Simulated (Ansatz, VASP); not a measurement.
# Two plane-wave programs on Mg2ScAuC6N6

```
CELL_PARAMETERS angstrom
0.00000 5.19950 5.19950
5.19950 0.00000 5.19950
5.19950 5.19950 0.00000
ATOMIC_POSITIONS crystal
Mg 0.25000 0.25000 0.25000
Mg 0.75000 0.75000 0.75000
Sc 0.00000 0.00000 0.00000
C 0.80556 0.19444 0.19444
C 0.19444 0.80556 0.19444
C 0.19444 0.19444 0.80556
C 0.19444 0.80556 0.80556
C 0.80556 0.19444 0.80556
C 0.80556 0.80556 0.19444
Au 0.50000 0.50000 0.50000
N 0.69305 0.30695 0.30695
N 0.30695 0.69305 0.30695
N 0.30695 0.30695 0.69305
N 0.30695 0.69305 0.69305
N 0.69305 0.30695 0.69305
N 0.69305 0.69305 0.30695
```

Alike in both runs: task single point; functional PBE; k mesh 4 × 4 × 4; occupations gaussian, width 0.1 eV; collinear spin.

|  | VASP | Ansatz |
| --- | --- | --- |
| version | VASP 6.6.1 | Ansatz 0.2.0 |
| potentials or method | VASP PAW PBE potentials, release 64 (Mg, Sc_sv, C, Au, N), cutoff 520 eV | scalar-relativistic, plane waves, PAW |
| valence electrons in the cell | 80 | 104 |

|  | VASP | Ansatz | Ansatz less VASP |
| --- | --- | --- | --- |
| gap on the k mesh at the Fermi level (eV) | none | none | - |
| pressure (GPa) | 20.0 | 18.7 | -1.28 |
| rms of the force components (eV/Å) | 1.526 | 1.589 | +0.0630 |
| net moment per atom (μB) | 0.00 | 0.12 | +0.124 |
| size of the moment on the site where the two differ most (μB) | 0.00 | 0.94 | +0.936 |

The net moments are unlike, so the other rows may belong to different states. Site moments also hang on the region over which each program counts them. Atom by atom the forces differ by 0.085 eV/Å (rms over components). A gap of «none» marks a metal or a gap that the smearing closes. VASP's potentials hold 80 valence electrons a cell and Ansatz's 104, so a difference there can come from the potentials and not from the codes.

Spin-orbit coupling is off throughout. Noted on VASP's run: the standard files for N, O and F lose accuracy on very short bonds.
